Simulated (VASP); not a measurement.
# LuHf4O (F-43m) in VASP: further runs

LuHf4O is run at these levels: PBE; tasks: single point.

Program: VASP 6.6.1. These are calculated values, not measurements. Logs are shortened: lines on timing, memory, paths and dates and some standing lists are left out, and cuts for length are marked.

## (1) The cell of the first run

Symmetry: F-43m, No. 216, cubic system. Conventional cell: a = 7.748 Å, b = 7.748 Å, c = 7.748 Å, α = 90.00°, β = 90.00°, γ = 90.00°. Lu (site symmetry -43m) has 12 Hf at 3.21 Å and 4 O at 3.35 Å within 4.2 Å. Within 3.6 Å of Hf (site symmetry 3m) lie 6 Hf at 2.74 Å and 3 Lu at 3.21 Å and 3 O at 3.21 Å. Within 4.2 Å of O (site symmetry -43m) lie 12 Hf at 3.21 Å and 4 Lu at 3.35 Å.

## (2) Single point, PBE

Input file INCAR:

```
SYSTEM = LuHf4O
PREC     = Accurate       ! precision mode
ENCUT    = 520            ! plane-wave cutoff, eV
EDIFF    = 1E-6           ! SCF threshold, eV
ISMEAR   = 0              ! smearing method
SIGMA    = 0.1            ! smearing width, eV
LREAL    = .FALSE.        ! projectors in reciprocal space
LASPH    = .TRUE.         ! aspherical terms in the spheres
NELM     = 60             ! most SCF steps
ALGO     = Normal         ! electronic algorithm
ISIF     = 2              ! what is computed and relaxed
LWAVE    = .FALSE.        ! write WAVECAR
LCHARG   = .TRUE.         ! write CHGCAR
GGA      = PE             ! functional
LELF     = .TRUE.         ! ELF
LVHAR    = .TRUE.       
NBANDS   = 44             ! bands
```

Input file KPOINTS:

```
regular mesh
0
G
  4 4 4
  0 0 0
```

Input file POSCAR:

```
LuHf4O
1.0
    0.0000000000      3.8738863700      3.8738863700
    3.8738863700      0.0000000000      3.8738863700
    3.8738863700      3.8738863700      0.0000000000
Lu Hf O
1 4 1
Direct
    0.7500000000      0.7500000000      0.7500000000
    0.8749087200      0.3750304300      0.3750304300
    0.3750304300      0.3750304300      0.3750304300
    0.3750304300      0.8749087200      0.3750304300
    0.3750304300      0.3750304300      0.8749087200
    0.0000000000      0.0000000000      0.0000000000
```

Potentials or basis: VASP PAW PBE potentials, release 64 (Lu, Hf_pv, O).

On the command line:

```
> cat potpaw_PBE.64/Lu/POTCAR potpaw_PBE.64/Hf_pv/POTCAR potpaw_PBE.64/O/POTCAR > POTCAR
> mpirun -np 1 vasp_std > vasp.out
```

OUTCAR:

```text
SYSTEM = LuHf4O
   PREC = Accurate
   ENCUT = 520
   EDIFF = 1E-6
   ISMEAR = 0
   LREAL = .FALSE.
   LASPH = .TRUE.
   NELM = 60
   ISIF = 2
   GGA = PE

 ion  position               nearest neighbor table
   1  0.750  0.750  0.750-   2 3.21   4 3.21   5 3.21   3 3.21   3 3.21   3 3.21   2 3.21   5 3.21
                             4 3.21   2 3.21   4 3.21   5 3.21
   2  0.875  0.375  0.375-   3 2.74   4 2.74   5 2.74   3 2.74   5 2.74   4 2.74   1 3.21   1 3.21
                             1 3.21
   3  0.375  0.375  0.375-   2 2.74   4 2.74   5 2.74   5 2.74   4 2.74   2 2.74   1 3.21   1 3.21
                             1 3.21
   4  0.375  0.875  0.375-   2 2.74   3 2.74   5 2.74   5 2.74   3 2.74   2 2.74   1 3.21   1 3.21
                             1 3.21
   5  0.375  0.375  0.875-   2 2.74   3 2.74   4 2.74   3 2.74   4 2.74   2 2.74   1 3.21   1 3.21
                             1 3.21
   6  0.000  0.000  0.000-

  LATTYP: Found a face centered cubic cell.
 ALAT       =     7.7477727400

  Lattice vectors:

 A1 = (   0.0000000000,   3.8738863700,   3.8738863700)
 A2 = (   3.8738863700,   0.0000000000,   3.8738863700)
 A3 = (   3.8738863700,   3.8738863700,   0.0000000000)

Analysis of symmetry for initial positions (statically):
=====================================================================
 Subroutine PRICEL returns:
 Original cell was already a primitive cell.

 Routine SETGRP: Setting up the symmetry group for a
 face centered cubic supercell.

 Subroutine GETGRP returns: Found 24 space group operations
 (whereof 24 operations were pure point group operations)
 out of a pool of 48 trial point group operations.

The static configuration has the point symmetry T_d .

Analysis of symmetry for dynamics (positions and initial velocities):
=====================================================================
 Subroutine PRICEL returns:
 Original cell was already a primitive cell.

 Routine SETGRP: Setting up the symmetry group for a
 face centered cubic supercell.

 Subroutine GETGRP returns: Found 24 space group operations
 (whereof 24 operations were pure point group operations)
 out of a pool of 48 trial point group operations.

The dynamic configuration has the point symmetry T_d .

 Subroutine INISYM returns: Found 24 space group operations
 (whereof 24 operations are pure point group operations),
 and found     1 'primitive' translations

----------------------------------------------------------------------------------------

                                     Primitive cell

  volume of cell :     116.2708

  direct lattice vectors                    reciprocal lattice vectors
     0.000000000  3.873886370  3.873886370    -0.129069351  0.129069351  0.129069351
     3.873886370  0.000000000  3.873886370     0.129069351 -0.129069351  0.129069351
     3.873886370  3.873886370  0.000000000     0.129069351  0.129069351 -0.129069351

  length of vectors
     5.478502644  5.478502644  5.478502644     0.223554674  0.223554674  0.223554674

  position of ions in fractional coordinates (direct lattice)
     0.750000000  0.750000000  0.750000000
     0.874908720  0.375030430  0.375030430
     0.375030430  0.375030430  0.375030430
     0.375030430  0.874908720  0.375030430
     0.375030430  0.375030430  0.874908720
     0.000000000  0.000000000  0.000000000

  ion indices of the primitive-cell ions
   primitive index   ion index
                 1           1
                 2           2
                 3           3
                 4           4
                 5           5
                 6           6

----------------------------------------------------------------------------------------

 KPOINTS: regular mesh

Automatic generation of k-mesh.
 Grid dimensions read from file:
 generate k-points for:    4    4    4

 Generating k-lattice:

  Cartesian coordinates                     Fractional coordinates (reciprocal lattice)
    -0.032267338  0.032267338  0.032267338     0.250000000  0.000000000  0.000000000
     0.032267338 -0.032267338  0.032267338     0.000000000  0.250000000  0.000000000
     0.032267338  0.032267338 -0.032267338     0.000000000  0.000000000  0.250000000

  Length of vectors
     0.055888668  0.055888668  0.055888668

  Shift w.r.t. Gamma in fractional coordinates (k-lattice)
     0.000000000  0.000000000  0.000000000

 Subroutine IBZKPT returns following result:
 ===========================================

 Found      8 irreducible k-points:

 Following reciprocal coordinates:
            Coordinates               Weight
  0.000000  0.000000  0.000000      1.000000
  0.250000  0.000000  0.000000      8.000000
  0.500000  0.000000  0.000000      4.000000
  0.250000  0.250000  0.000000      6.000000
  0.500000  0.250000  0.000000     24.000000
 -0.250000  0.250000  0.000000     12.000000
  0.500000  0.500000  0.000000      3.000000
 -0.250000  0.500000  0.250000      6.000000
[... 56 lines left out ...]

 number of electron      70.9999993 magnetization

 Free energy of the ion-electron system (eV)
  ---------------------------------------------------
  ext. energy  EPLUGINS =         0.00000000
  ---------------------------------------------------
  free energy    TOTEN  =       -43.69729227 eV

  energy without entropy =      -43.65477122  energy(sigma->0) =      -43.67603174

 E-fermi :   4.2100     XC(G=0): -11.4146

 val. band max:        4.1351495063   @ k =   0.0000   0.0000   0.0000
 cond. band min:       4.2235348523   @ k =  -0.2500   0.2500   0.0000
 fundamental gap:      0.0883853460
 Fermi energy:         4.2099956968

 k-point     1 :       0.0000    0.0000    0.0000
  band No.  band energies     occupation
      1     -51.2396      2.00000
      2     -27.4544      2.00000
      3     -26.3812      2.00000
      4     -26.3812      2.00000
      5     -26.3812      2.00000
      6     -26.0316      2.00000
[... 36 lines left out ...]
     43       8.9133      0.00000
     44       9.0077      0.00000

 k-point     2 :       0.2500    0.0000    0.0000
  band No.  band energies     occupation
      1     -51.2396      2.00000
      2     -27.2644      2.00000
      3     -26.3103      2.00000
      4     -26.2962      2.00000
      5     -26.2962      2.00000
      6     -25.9719      2.00000
[... 36 lines left out ...]
     43       7.2498      0.00000
     44       8.5809      0.00000

 k-point     3 :       0.5000    0.0000    0.0000
  band No.  band energies     occupation
      1     -51.2397      2.00000
      2     -27.0469      2.00000
      3     -26.2296      2.00000
      4     -26.2296      2.00000
      5     -25.9335      2.00000
      6     -25.9083      2.00000
[... 36 lines left out ...]
     43       6.3226      0.00000
     44       8.3897      0.00000

 k-point     4 :       0.2500    0.2500    0.0000
  band No.  band energies     occupation
      1     -51.2397      2.00000
      2     -27.1796      2.00000
      3     -26.3941      2.00000
      4     -26.2060      2.00000
      5     -26.2060      2.00000
      6     -26.0299      2.00000
[... 36 lines left out ...]
     43       7.1236      0.00000
     44       7.8779      0.00000

 k-point     5 :       0.5000    0.2500    0.0000
  band No.  band energies     occupation
      1     -51.2397      2.00000
      2     -26.8828      2.00000
      3     -26.3498      2.00000
      4     -26.0965      2.00000
      5     -26.0850      2.00000
      6     -25.8531      2.00000
[... 36 lines left out ...]
     43       6.3302      0.00000
     44       7.2342      0.00000

 k-point     6 :      -0.2500    0.2500    0.0000
  band No.  band energies     occupation
      1     -51.2397      2.00000
      2     -27.0065      2.00000
      3     -26.2913      2.00000
      4     -26.1684      2.00000
      5     -26.1515      2.00000
      6     -25.9743      2.00000
[... 36 lines left out ...]
     43       6.7929      0.00000
     44       7.7433      0.00000

 k-point     7 :       0.5000    0.5000    0.0000
  band No.  band energies     occupation
      1     -51.2397      2.00000
      2     -26.6113      2.00000
      3     -26.5977      2.00000
      4     -25.8735      2.00000
      5     -25.8675      2.00000
      6     -25.8265      2.00000
[... 36 lines left out ...]
     43       6.2435      0.00000
     44       6.2681      0.00000

 k-point     8 :      -0.2500    0.5000    0.2500
  band No.  band energies     occupation
      1     -51.2397      2.00000
      2     -26.5728      2.00000
      3     -26.5561      2.00000
      4     -26.0750      2.00000
      5     -26.0698      2.00000
      6     -25.7601      2.00000
[... 36 lines left out ...]
     43       6.4770      0.00000
     44       6.8952      0.00000

------------------------ aborting loop because EDIFF is reached ----------------------------------------

  FORCE on cell =-STRESS in cart. coord.  units (eV):
  Direction    XX          YY          ZZ          XY          YZ          ZX
  --------------------------------------------------------------------------------------
  -------------------------------------------------------------------------------------
  Total       12.3204133     12.3204133     12.3204133      0.0000000     -0.0000000     -0.0000000
  in kB      169.7716742    169.7716742    169.7716742      0.0000000     -0.0000000     -0.0000000
  external PRESSURE =     169.7716742 kB  Pullay stress =       0.0000000 kB

 VOLUME and BASIS-vectors are now :
 -----------------------------------------------------------------------------
  energy-cutoff  :      520.00
  volume of cell :      116.27
      direct lattice vectors                 reciprocal lattice vectors
     0.000000000  3.873886370  3.873886370    -0.129069351  0.129069351  0.129069351
     3.873886370  0.000000000  3.873886370     0.129069351 -0.129069351  0.129069351
     3.873886370  3.873886370  0.000000000     0.129069351  0.129069351 -0.129069351

 POSITION                                       TOTAL-FORCE (eV/Angst)
 -----------------------------------------------------------------------------------
      5.81083      5.81083      5.81083        -0.000000     -0.000000     -0.000000
      2.90565      4.84212      4.84212         0.715628     -0.715628     -0.715628
      2.90565      2.90565      2.90565         0.715628      0.715628      0.715628
      4.84212      2.90565      4.84212        -0.715628      0.715628     -0.715628
      4.84212      4.84212      2.90565        -0.715628     -0.715628      0.715628
      0.00000      0.00000      0.00000        -0.000000     -0.000000     -0.000000
 -----------------------------------------------------------------------------------
    total drift:                               -0.000017     -0.000017     -0.000017

  FREE ENERGIE OF THE ION-ELECTRON SYSTEM (eV)
  ---------------------------------------------------
  free  energy   TOTEN  =       -43.6972922708 eV

  energy  without entropy=      -43.6547712192  energy(sigma->0) =      -43.67603174
```

It took 59 s on 1 thread of Intel Xeon 6975P-C (Granite Rapids), shared host; peak memory 0.28 GiB.

What came out:

```yaml
Free_energy: -43.6973 eV
Pressure: 17.0 GPa
Largest_force: 1.240 eV/Å
```

Forces in eV/Å, atoms in the order of the input:
```
Lu   0.000  0.000  0.000
Hf   0.716 -0.716 -0.716
Hf   0.716  0.716  0.716
Hf  -0.716  0.716 -0.716
Hf  -0.716 -0.716  0.716
O    0.000  0.000  0.000
```

Levels at points of the mesh, in eV from the Fermi level:
| k point | band 33 | band 34 | band 35 | band 36 | band 37 | band 38 |
| --- | --- | --- | --- | --- | --- | --- |
| (0.00, 0.00, 0.00) | -0.64 | -0.64 | -0.07 | -0.07 | -0.07 | 1.87 |
| (0.50, 0.00, 0.00) | -0.49 | -0.35 | -0.35 | 0.44 | 0.44 | 0.48 |
| (0.50, 0.50, 0.00) | -0.57 | -0.50 | 0.08 | 0.26 | 0.55 | 0.80 |

Caveat: spin-orbit coupling is left out, which moves the levels of the heavy elements; an odd number of electrons without spin polarisation forces a metal; a magnetic or distorted state may lie lower.

## (3) Single point, PBE

This run uses another cell than the first one, of 23.34 Å³/atom, 1.204 times its volume.

Input file INCAR:

```
PREC = Accurate ; ENCUT = 520
EDIFF = 1E-7 ; ISMEAR = 0
SIGMA = 0.1 ; LREAL = False
LASPH = True ; NELM = 100
ALGO = Normal ; ISIF = 2
LWAVE = False ; LCHARG = False
GGA = PE ; NBANDS = 44
```

Input file KPOINTS:

```
Automatic mesh
0
Gamma
  4 4 4
```

Input file POSCAR:

```
LuHf4O
1.0
    0.0000000000      4.1216767892      4.1216767892
    4.1216767892      0.0000000000      4.1216767892
    4.1216767892      4.1216767892      0.0000000000
Lu Hf O
1 4 1
Direct
    0.7500000000      0.7500000000      0.7500000000
    0.8662349167      0.3779216944      0.3779216944
    0.3779216944      0.3779216944      0.3779216944
    0.3779216944      0.8662349167      0.3779216944
    0.3779216944      0.3779216944      0.8662349167
    0.0000000000      0.0000000000      0.0000000000
```

Potentials or basis: VASP PAW PBE potentials, release 64 (Lu, Hf_pv, O).

On the command line:

```
> cat potpaw_PBE.64/Lu/POTCAR potpaw_PBE.64/Hf_pv/POTCAR potpaw_PBE.64/O/POTCAR > POTCAR
> mpirun -np 1 vasp_std > vasp.out
```

Wall time 80 s (1 thread of Intel Xeon 6975P-C (Granite Rapids), shared host); peak memory 0.35 GiB.

The run converged. Its results:

* Free energy: -44.9195 eV
* Pressure: 0.2 GPa
* Largest force: 0.039 eV/Å

Forces in eV/Å, atoms in the order of the input:
```
Lu   0.000  0.000  0.000
Hf   0.023 -0.023 -0.023
Hf   0.023  0.023  0.023
Hf  -0.023  0.023 -0.023
Hf  -0.023 -0.023  0.023
O    0.000  0.000  0.000
```

Levels at points of the mesh, in eV from the Fermi level:
| k point | band 31 | band 32 | band 33 | band 34 | band 35 | band 36 | band 37 | band 38 | band 39 | band 40 |
| --- | --- | --- | --- | --- | --- | --- | --- | --- | --- | --- |
| (0.00, 0.00, 0.00) | -2.29 | -2.29 | -0.39 | -0.39 | -0.15 | -0.15 | -0.15 | 1.74 | 1.74 | 2.10 |
| (0.50, 0.00, 0.00) | -1.57 | -1.37 | -0.43 | -0.32 | -0.32 | 0.21 | 0.50 | 0.50 | 0.51 | 1.10 |
| (0.50, 0.50, 0.00) | -0.95 | -0.95 | -0.59 | -0.34 | 0.09 | 0.33 | 0.40 | 0.62 | 0.67 | 0.67 |

Caveat: spin-orbit coupling is left out, which moves the levels of the heavy elements; an odd number of electrons without spin polarisation forces a metal; a magnetic or distorted state may lie lower.

## (4) Single point, PBE

This run uses another cell than the first one, of 23.51 Å³/atom, 1.213 times its volume.

Input file INCAR:

```
ALGO = Normal
EDIFF = 1E-7
ENCUT = 520
GGA = PE
ISIF = 2
ISMEAR = 0
LASPH = True
LCHARG = False
LREAL = False
LWAVE = False
NBANDS = 44
NELM = 60
PREC = Accurate
SIGMA = 0.1
```

Input file KPOINTS:

```
k-points
0
Gamma
  8 8 8
```

Input file POSCAR:

```
LuHf4O
1.0
    0.0000000000      4.1318791822      4.1318791822
    4.1318791822      0.0000000000      4.1318791822
    4.1318791822      4.1318791822      0.0000000000
Lu Hf O
1 4 1
Direct
    0.2500000000      0.2500000000      0.2500000000
    0.6219364257      0.6219364257      0.1341907229
    0.6219364257      0.1341907229      0.6219364257
    0.1341907229      0.6219364257      0.6219364257
    0.6219364257      0.6219364257      0.6219364257
    0.0000000000      0.0000000000      0.0000000000
```

On the command line:

```
> cat potpaw_PBE.64/Lu/POTCAR potpaw_PBE.64/Hf_pv/POTCAR potpaw_PBE.64/O/POTCAR > POTCAR
> mpirun -np 1 vasp_std > vasp.out
```

It took 3.5 min on 1 thread of Intel Xeon 6975P-C (Granite Rapids), shared host; peak memory 0.42 GiB.

The run converged. Its results:

```yaml
Free_energy: -44.9301 eV
Pressure: -0.2 GPa
Largest_force: 0.040 eV/Å
```

Forces on the atoms (eV/Å):
```
Lu   0.000  0.000  0.000
Hf   0.023  0.023 -0.023
Hf   0.023 -0.023  0.023
Hf  -0.023  0.023  0.023
Hf  -0.023 -0.023 -0.023
O    0.000  0.000  0.000
```

Levels at points of the mesh, in eV from the Fermi level:
| k point | band 31 | band 32 | band 33 | band 34 | band 35 | band 36 | band 37 | band 38 | band 39 | band 40 |
| --- | --- | --- | --- | --- | --- | --- | --- | --- | --- | --- |
| (0.00, 0.00, 0.00) | -2.27 | -2.27 | -0.39 | -0.39 | -0.16 | -0.16 | -0.16 | 1.72 | 1.72 | 2.07 |
| (0.50, 0.00, 0.00) | -1.57 | -1.37 | -0.43 | -0.32 | -0.32 | 0.20 | 0.49 | 0.49 | 0.50 | 1.09 |
| (0.50, 0.50, 0.00) | -0.95 | -0.95 | -0.58 | -0.34 | 0.09 | 0.32 | 0.39 | 0.61 | 0.66 | 0.66 |

Caveat: spin-orbit coupling is left out, which moves the levels of the heavy elements; an odd number of electrons without spin polarisation forces a metal; a magnetic or distorted state may lie lower.

## (5) Summary

```csv
cell,k mesh,gap on the mesh (eV),pressure (GPa),largest force (eV/Å)
"a = 5.479 Å, angles 60.0°, 6 atoms",4 × 4 × 4,none,17.0,1.24
"a = 5.829 Å, angles 60.0°, 6 atoms",4 × 4 × 4,none,0.2,0.04
"a = 5.843 Å, angles 60.0°, 6 atoms",8 × 8 × 8,none,-0.2,0.04
```

Alike in all rows: task single point; level PBE; potentials or basis VASP PAW PBE potentials, release 64 (Lu, Hf_pv, O); no spin polarisation; cutoff (eV) 520; smearing gaussian 0.1 eV.

Caveats: spin-orbit coupling is left out, which moves the levels of the heavy elements; an odd number of electrons without spin polarisation forces a metal; a magnetic or distorted state may lie lower.

Absolute energies hang on the potentials; compare differences alone.
